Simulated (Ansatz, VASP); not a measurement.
**AlNi2 in VASP and in Ansatz**

Contents of INCAR:

```
SYSTEM = AlNi2
ALGO = Fast ; EDIFF = 1E-7
ENCUT = 520 ; GGA = PS
ISIF = 2 ; ISMEAR = 0
LASPH = .TRUE. ; LCHARG = .FALSE.
LREAL = .FALSE. ; LWAVE = .FALSE.
NBANDS = 32 ; NELM = 80
PREC = Accurate ; SIGMA = 0.01
```

File KPOINTS:

```
k-points
0
G
  12 12 8
  0 0 0
```

POSCAR

```
AlNi2
1.0
    3.9740030242      0.0000000000      0.0000000000
   -1.9870015121      3.4415875737      0.0000000000
    0.0000000000      0.0000000000      4.9042588200
Al Ni
2 4
Direct
    0.3333333333      0.6666666667      0.1898740600
    0.6666666667      0.3333333333      0.8101259400
    0.3333333333      0.6666666667      0.6851100400
    0.6666666667      0.3333333333      0.3148899600
    0.0000000000      0.0000000000      0.5000000000
    0.0000000000      0.0000000000      0.0000000000
```

Input for Ansatz:

```yaml
crystal:
  lattice:
    - [3.9740030242, 0.0, 0.0]
    - [-1.9870015121, 3.4415875737, 0.0]
    - [0.0, 0.0, 4.90425882]
  atoms:
    - { symbol: Al, position: [0.3333333333, 0.6666666667, 0.18987406] }
    - { symbol: Al, position: [0.6666666667, 0.3333333333, 0.81012594] }
    - { symbol: Ni, position: [0.3333333333, 0.6666666667, 0.68511004] }
    - { symbol: Ni, position: [0.6666666667, 0.3333333333, 0.31488996] }
    - { symbol: Ni, position: [0.0, 0.0, 0.5] }
    - { symbol: Ni, position: [0.0, 0.0, 0.0] }
basis:
  ecutwfc: 420
kpoints:
  mp_grid: { grid: [12, 12, 8] }
hamiltonian:
  xc: pbesol
scf:
  occupations: { method: gaussian, width: 0.01 }
output:
  forces: true
  stress: true
  eigenvalues: true
```

Alike in both runs: task single point; functional PBEsol; k mesh 12 × 12 × 8; occupations gaussian, width 0.01 eV; no spin polarisation.

|  | VASP | Ansatz |
| --- | --- | --- |
| version | VASP 6.6.1 | Ansatz 0.2.0 |
| potentials or method | VASP PAW PBE potentials, release 64 (Al, Ni), cutoff 520 eV | scalar-relativistic, plane waves, PAW |
| valence electrons in the cell | 46 | 78 |

Ansatz gave:

- gap on the k mesh at the Fermi level (eV): none
- pressure (GPa): 0.1
- rms of the force components (eV/Å): 0.021

What did VASP give for the same quantities?

gap on the k mesh at the Fermi level (eV): none; pressure (GPa): 0.2; rms of the force components (eV/Å): 0.022.

VASP's potentials were made for PBE, not for PBEsol. Atom by atom the forces differ by 0.005 eV/Å (rms over components). A gap of «none» marks a metal or a gap that the smearing closes. VASP's potentials hold 46 valence electrons a cell and Ansatz's 78, so a difference there can come from the potentials and not from the codes.
